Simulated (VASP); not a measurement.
Runs of VASP 6.6.1 on TaF3. The structure is that of space group Pm-3m (No. 221), or close to it. The cells are those of the table. 

| cell | gap on the mesh (eV) | pressure (GPa) |
| --- | --- | --- |
| a = 4.111, b = 4.111, c = 4.167 Å, 4 atoms | none | (b) |
| a = 4.194, b = 4.194, c = 4.167 Å, 4 atoms | none | -10.4 |
| a = 4.222, b = 4.222, c = 4.167 Å, 4 atoms | none | -11.3 |
| a = 4.083, b = 4.083, c = 4.167 Å, 4 atoms | none | (a) |
| a = 4.139, b = 4.139, c = 4.167 Å, 4 atoms | none | -8.3 |

Alike in all rows: task single point; level LDA; potentials or basis VASP PAW LDA potentials, release 64 (Ta_pv, F); no spin polarisation; k mesh 8 × 8 × 8; cutoff (eV) 600; smearing fermi-dirac 0.15 eV.

**Question.** Fill in the values left out.

**Answer.** (a) -5.8; (b) -7.1.

Caveats: the cell stands under tension; spin-orbit coupling is left out, which moves the levels of the heavy elements.

A k mesh can miss the band edges, and the runs leave out spin-orbit coupling on Ta.

A gap of «none» marks levels without a gap at the run's occupations.
